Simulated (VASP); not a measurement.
Set up this calculation in VASP 6.6.1, as the native input.

```yaml
Task: single point
Functional: PBE
Potentials_or_basis: VASP PAW PBE potentials, release 64 (Co, O)
Cutoff: 520 eV
k_mesh: 10 × 10 × 10
Occupations: gaussian, width 0.05 eV
Spin: collinear spin, ferromagnetic start
Starting_moments: "[2.88, 0.24] μB"
Hubbard_terms: Co d U = 3.3 eV
Dipole_correction: no
Further_INCAR_settings: ALGO = Normal; EDIFF = 1e-06; NBANDS = 18
```

The structure of CoO lies in POSCAR:

```
CoO
1.0
    0.0000000000      2.1628257023      2.1628257023
    2.1628257023      0.0000000000      2.1628257023
    2.1628257023      2.1628257023      0.0000000000
Co O
1 1
Direct
    0.0000000000      0.0000000000      0.0000000000
    0.5000000000      0.5000000000      0.5000000000
```

The input as run:

INCAR

```
SYSTEM = CoO
PREC = Accurate
ENCUT = 520
EDIFF = 1E-6
ISMEAR = 0
SIGMA = 0.05
LREAL = .False.
LASPH = .True.
NELM = 150
ALGO = Normal
ISIF = 2
LWAVE = .False.
LCHARG = .True.
ISPIN = 2
MAGMOM = 2.88 0.24
LORBIT = 11
LMAXMIX = 4
LDAU = .True.
LDAUTYPE = 2
LDAUL = 2 -1
LDAUU = 3.3 0
LDAUJ = 0 0
LDAUPRINT = 1
GGA = PE
LELF = .True.
LVHAR = .True.
NBANDS = 18
```

KPOINTS

```
regular mesh
0
Gamma
  10 10 10
  0 0 0
```

Potentials or basis: VASP PAW PBE potentials, release 64 (Co, O).

The run is started by

```console
$ cat potpaw_PBE.64/Co/POTCAR potpaw_PBE.64/O/POTCAR > POTCAR
$ mpirun -np 1 vasp_std > vasp.out
```

Results of the run:

* Pressure: -9.0 GPa
* Band gap on the k mesh: zero (filled and empty bands overlap)
* Net moment: 3.00 μB per cell
* Site moments: Co +2.73; O +0.25 μB
* Valence electrons inside the program's atomic spheres: Co 7.73; O 4.97

Caveat: the cell stands under tension; a cell with one magnetic atom can't hold antiferromagnetic order, which such compounds often take.

Wall time 14 s on 1 thread of Intel(R) Xeon(R) 6975P-C (Granite Rapids), on a shared host, peak memory 0.16 GiB.
